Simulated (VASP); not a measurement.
CrN2: single point with PBEsol

The system is CrN2.

```xyz
6
Lattice="3.8409 0.0000 0.0000 0.0000 4.7157 0.0000 0.0000 0.0000 2.7150" Properties=species:S:1:pos:R:3 pbc="T T T"
Cr    0.0000    0.0000    0.0000
Cr    1.9204    2.3579    1.3575
N     3.3199    2.7827    0.0000
N     0.5209    1.9330    0.0000
N     1.3995    4.2908    1.3575
N     2.4414    0.4249    1.3575
```

| Item | Value |
| --- | --- |
| Program | VASP 6.6.1 |
| Task | single point |
| Functional | PBEsol |
| Potentials or basis | VASP PAW PBE potentials, release 64 (Cr_pv, N) |
| Cutoff | 520 eV |
| k mesh | 7 × 6 × 10 |
| Occupations | fermi-dirac, width 0.05 eV |
| Spin | collinear spin, ferromagnetic start |
| Starting moments | [3.0, 3.0, 0.0, 0.0, 0.0, 0.0] μB |

```
Pressure                                              : 5.2 GPa
Largest force                                         : 0.073 eV/Å
Net moment                                            : 4.16 μB per cell
Site moments                                          : Cr +2.11; N -0.07 μB
Valence electrons inside the program's atomic spheres : Cr 11.02; N 3.78
```

Forces in eV/Å, atoms in the order of the input:
```
Cr   0.000  0.000  0.000
Cr   0.000  0.000  0.000
N   -0.057  0.046  0.000
N    0.057 -0.046  0.000
N   -0.057 -0.046  0.000
N    0.057  0.046  0.000
```

Stress tensor (GPa, compression positive):
```
5.54 0.00 0.00
0.00 5.23 0.00
0.00 0.00 4.96
```

Levels at points of the mesh, in eV from the Fermi level:
Spin up:
```csv
k point,band 21,band 22,band 23,band 24,band 25,band 26,band 27,band 28
"(0.00, 0.00, 0.00)",-1.31,-1.07,-0.75,-0.70,-0.49,-0.32,3.48,5.31
"(0.00, 0.50, 0.00)",-1.05,-1.05,-0.11,-0.11,0.29,0.29,3.15,3.15
"(0.00, 0.00, 0.50)",-1.06,-1.06,0.43,0.43,0.94,0.94,3.06,3.06
"(0.00, 0.50, 0.50)",-1.14,-1.14,-0.12,-0.12,0.95,0.95,2.50,2.50
```
Spin down:
```tsv
k point	band 17	band 18	band 19	band 20	band 21	band 22	band 23	band 24
(0.00, 0.00, 0.00)	-3.67	-3.09	-1.80	-1.75	0.36	0.40	1.14	1.59
(0.00, 0.50, 0.00)	-2.50	-2.50	-1.60	-1.60	0.86	0.86	1.83	1.83
(0.00, 0.00, 0.50)	-1.99	-1.99	-1.60	-1.60	1.41	1.41	1.66	1.66
(0.00, 0.50, 0.50)	-1.25	-1.25	-0.08	-0.08	0.79	0.79	1.31	1.31
```

It took 8.7 min on 1 thread of Intel Xeon 8259CL, on a shared host, peak memory 0.34 GiB.

Caveat: the cell stands under pressure; the PAW data sets were made with another functional, which shifts forces and pressure a little; the run started ferromagnetic, and an antiferromagnetic order may lie lower in energy. With open d or f shells a metallic result of PBEsol can be an artefact of self-interaction; +U or a hybrid may open a gap.
